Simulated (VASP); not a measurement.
# Sb (P4/mmm) in VASP: a series of runs, part 2 of 2

VASP 6.6.1. The steps go on from the part before.

## Step 3: Single point, PBEsol

This run uses another cell than the first one, of the same volume but with other edges.

The input, INCAR:

```
ALGO = Normal
EDIFF = 1E-6
ENCUT = 520
GGA = PS
ISIF = 2
ISMEAR = 0
LASPH = True
LCHARG = False
LREAL = False
LWAVE = False
NBANDS = 8
NELM = 100
PREC = Accurate
SIGMA = 0.15
```

The input, KPOINTS:

```
k-points
0
Gamma
  16 16 16
```

The input, POSCAR:

```
Sb
1.0
    3.0611846074      0.0000000000      0.0000000000
    0.0000000000      3.0611846074      0.0000000000
    0.0000000000      0.0000000000      3.3673030682
Sb
1
Direct
    0.0000000000      0.0000000000      0.0000000000
```

Potentials or basis: VASP PAW PBE potentials, release 64 (Sb).

Run with:

```bash
$ cat potpaw_PBE.64/Sb/POTCAR > POTCAR
$ mpirun -np 1 vasp_std > vasp.out
```

OUTCAR:

```text
EDIFF = 1E-6
   ENCUT = 520
   GGA = PS
   ISIF = 2
   ISMEAR = 0
   LASPH = True
   LREAL = False
   NELM = 100
   PREC = Accurate

 ion  position               nearest neighbor table
   1  0.000  0.000  0.000-

  LATTYP: Found a simple tetragonal cell.
 ALAT       =     3.0611846074
 C/A-ratio  =     1.1000000000

  Lattice vectors:

 A1 = (   3.0611846074,   0.0000000000,   0.0000000000)
 A2 = (   0.0000000000,   3.0611846074,   0.0000000000)
 A3 = (   0.0000000000,   0.0000000000,   3.3673030682)

Analysis of symmetry for initial positions (statically):
=====================================================================
 Subroutine PRICEL returns:
 Original cell was already a primitive cell.

 Routine SETGRP: Setting up the symmetry group for a
 simple tetragonal supercell.

 Subroutine GETGRP returns: Found 16 space group operations
 (whereof 16 operations were pure point group operations)
 out of a pool of 16 trial point group operations.

The static configuration has the point symmetry D_4h.

Analysis of symmetry for dynamics (positions and initial velocities):
[... 160 lines left out ...]
 val. band max:        6.2908011617   @ k =   0.3125   0.3125   0.3750
 cond. band min:       6.2995316503   @ k =   0.4375   0.4375   0.3750
 fundamental gap:      0.0087304885
 Fermi energy:         6.2988510608

 k-point     1 :       0.0000    0.0000    0.0000
  band No.  band energies     occupation
      1      -5.7554      2.00000
      2       7.8445      0.00000
      3      10.2397      0.00000
      4      10.2397      0.00000
      5      11.9807      0.00000
      6      13.7759      0.00000
      7      14.8603      0.00000
      8      23.3476      0.00000
[... 243 lines left out ...]
 k-point    24 :       0.5000    0.1250    0.0000
  band No.  band energies     occupation
      1      -2.8915      2.00000
      2       1.1729      2.00000
      3      10.2114      0.00000
      4      10.2751      0.00000
      5      14.6139      0.00000
      6      15.2632      0.00000
      7      16.3136      0.00000
      8      16.3316      0.00000

 [... further k-points ...]

------------------------ aborting loop because EDIFF is reached ----------------------------------------

  FORCE on cell =-STRESS in cart. coord.  units (eV):
  Direction    XX          YY          ZZ          XY          YZ          ZX
  --------------------------------------------------------------------------------------
  -------------------------------------------------------------------------------------
  Total       -0.2651317     -0.2651317     -1.7467122      0.0000000      0.0000000      0.0000000
  in kB      -13.4620440    -13.4620440    -88.6891920      0.0000000      0.0000000      0.0000000
  external PRESSURE =     -38.5377600 kB  Pullay stress =       0.0000000 kB

 VOLUME and BASIS-vectors are now :
 -----------------------------------------------------------------------------
  energy-cutoff  :      520.00
  volume of cell :       31.55
      direct lattice vectors                 reciprocal lattice vectors
     3.061184607  0.000000000  0.000000000     0.326670923  0.000000000  0.000000000
     0.000000000  3.061184607  0.000000000     0.000000000  0.326670923  0.000000000
     0.000000000  0.000000000  3.367303068     0.000000000  0.000000000  0.296973566

 POSITION                                       TOTAL-FORCE (eV/Angst)
 -----------------------------------------------------------------------------------
      0.00000      0.00000      0.00000         0.000000      0.000000      0.000000
 -----------------------------------------------------------------------------------
    total drift:                                0.000000      0.000000      0.000000

  FREE ENERGIE OF THE ION-ELECTRON SYSTEM (eV)
  ---------------------------------------------------
  free  energy   TOTEN  =        -4.4398890539 eV

  energy  without entropy=       -4.4332441648  energy(sigma->0) =       -4.43656661
```

OSZICAR:

```text
N       E                     dE             d eps       ncg     rms          rms(c)
DAV:   1     0.471380889165E+01    0.47138E+01   -0.16309E+03  6520   0.403E+02
DAV:   2    -0.432367072131E+01   -0.90375E+01   -0.87190E+01  9168   0.518E+01
DAV:   3    -0.444089755196E+01   -0.11723E+00   -0.11688E+00  7752   0.663E+00
DAV:   4    -0.444140129401E+01   -0.50374E-03   -0.50372E-03  9912   0.518E-01
DAV:   5    -0.444140343802E+01   -0.21440E-05   -0.21437E-05  8128   0.211E-02    0.172E+00
DAV:   6    -0.444047724229E+01    0.92620E-03   -0.78378E-04  8416   0.154E-01    0.101E+00
DAV:   7    -0.443988183061E+01    0.59541E-03   -0.17553E-03  7248   0.229E-01    0.588E-02
DAV:   8    -0.443988822986E+01   -0.63992E-05   -0.56770E-05  8600   0.492E-02    0.681E-03
DAV:   9    -0.443988929666E+01   -0.10668E-05   -0.12184E-06  9160   0.809E-03    0.265E-03
DAV:  10    -0.443988905390E+01    0.24276E-06   -0.28464E-07  5968   0.266E-03
   1 F= -.44398891E+01 E0= -.44365666E+01  d E =-.664489E-02
```

It took 91 s on 1 thread of AMD EPYC 7R43 (Zen 3), shared host; peak memory 0.18 GiB.

What came out:

```yaml
Free_energy: -4.4399 eV
Pressure: -3.9 GPa
```

Caveat: the PAW data sets were made with another functional, which shifts forces and pressure a little; spin-orbit coupling is left out, which moves the levels of the heavy elements.

## Step 4: Single point, PBEsol

This run uses another cell than the first one, of the same volume but with other edges.

The input, INCAR:

```
SYSTEM = Sb
ALGO = Normal
EDIFF = 1E-6
ENCUT = 520
GGA = PS
ISIF = 2
ISMEAR = 0
LASPH = .TRUE.
LCHARG = .TRUE.
LELF = .TRUE.
LREAL = .FALSE.
LVHAR = .TRUE.
LWAVE = .FALSE.
NBANDS = 8
NELM = 80
PREC = Accurate
SIGMA = 0.15
```

The input, KPOINTS:

```
k-points
0
G
  16 16 16
  0 0 0
```

The input, POSCAR:

```
Sb
1.0
    3.6479535275      0.0000000000      0.0000000000
    0.0000000000      3.6479535275      0.0000000000
    0.0000000000      0.0000000000      2.3711697929
Sb
1
Direct
    0.0000000000      0.0000000000      0.0000000000
```

Run with:

```bash
$ cat potpaw_PBE.64/Sb/POTCAR > POTCAR
$ mpirun -np 1 vasp_std > vasp.out
```

Run time: 1.7 min. Hardware: 1 thread of AMD EPYC 7R43 (Zen 3), shared host; peak memory 0.18 GiB.

The run converged. Its results:

* Free energy: -2.7798 eV
* Pressure: 22.6 GPa

Stress tensor (GPa, compression positive):
```
-1.71  0.00  0.00
 0.00 -1.71  0.00
 0.00  0.00 71.11
```

Levels at points of the mesh, in eV from the Fermi level:
```csv
k point,band 1,band 2,band 3,band 4,band 5,band 6,band 7,band 8
"(0.00, 0.00, 0.00)",-13.12,-0.85,-0.85,3.70,4.59,12.99,13.89,13.89
"(0.50, 0.00, 0.00)",-12.26,-5.35,-0.14,5.68,7.97,8.12,14.59,14.61
"(0.50, 0.50, 0.00)",-11.43,-4.40,-4.40,1.88,14.78,15.27,15.27,15.59
"(0.00, 0.00, 0.50)",-6.26,-5.41,5.11,5.11,8.23,9.07,9.07,10.23
"(0.50, 0.00, 0.50)",-5.69,-4.24,0.45,3.83,5.88,9.92,10.33,12.55
"(0.50, 0.50, 0.50)",-5.18,-3.03,1.37,1.37,5.15,5.15,7.98,8.24
```

Caveat: the PAW data sets were made with another functional, which shifts forces and pressure a little; spin-orbit coupling is left out, which moves the levels of the heavy elements.

## Step 5: Single point, PBEsol

This run uses another cell than the first one, of the same volume but with other edges.

INCAR, as its differences from that of step 4:

```diff
@@ -14,3 +14,3 @@
 NBANDS = 8
-NELM = 80
+NELM = 100
 PREC = Accurate
```

KPOINTS is that of step 4.

The input, POSCAR:

```
Sb
1.0
    2.7605142686      0.0000000000      0.0000000000
    0.0000000000      2.7605142686      0.0000000000
    0.0000000000      0.0000000000      4.1407714029
Sb
1
Direct
    0.0000000000      0.0000000000      0.0000000000
```

Run with:

```bash
$ cat potpaw_PBE.64/Sb/POTCAR > POTCAR
$ mpirun -np 1 vasp_std > vasp.out
```

Run time: 2.2 min. Hardware: 1 thread of AMD EPYC 7R43 (Zen 3), shared host; peak memory 0.19 GiB.

It converged, with:

```
Free energy : -3.9093 eV
Pressure    : 9.7 GPa
```

Stress tensor (GPa, compression positive):
```
16.64  0.00  0.00
 0.00 16.64  0.00
 0.00  0.00 -4.06
```

Levels at points of the mesh, in eV from the Fermi level:
```
           k point  band 1  band 2  band 3  band 4  band 5  band 6
(0.00, 0.00, 0.00)  -13.05   -2.17    2.70    6.57    6.57    9.43
(0.50, 0.00, 0.00)   -8.86   -6.23    1.16    6.43    7.14    7.36
(0.50, 0.50, 0.00)   -4.03   -3.15   -3.15    2.86    4.57    9.89
(0.00, 0.00, 0.50)  -12.71   -4.83    6.86    6.86    9.76   10.39
(0.50, 0.00, 0.50)   -8.49   -5.92   -1.26    2.75   10.63   13.49
(0.50, 0.50, 0.50)   -3.56   -2.89   -2.89    2.27    3.45    6.73
```

Caveat: the PAW data sets were made with another functional, which shifts forces and pressure a little; spin-orbit coupling is left out, which moves the levels of the heavy elements.

## Step 6: The runs side by side

```tsv
cell	gap on the mesh (eV)	pressure (GPa)
a = 3.249, b = 3.249, c = 2.989 Å, 1 atom	none	-4.1
a = 3.061, b = 3.061, c = 3.367 Å, 1 atom	none	-3.9
a = 3.648, b = 3.648, c = 2.371 Å, 1 atom	none	22.6
a = 2.761, b = 2.761, c = 4.141 Å, 1 atom	none	9.7
```

Alike in all rows: task single point; level PBEsol; potentials or basis VASP PAW PBE potentials, release 64 (Sb); no spin polarisation; k mesh 16 × 16 × 16; cutoff (eV) 520; smearing gaussian 0.15 eV.

Caveats: the PAW data sets were made with another functional, which shifts forces and pressure a little; spin-orbit coupling is left out, which moves the levels of the heavy elements.

Absolute energies hang on the potentials; compare differences alone.
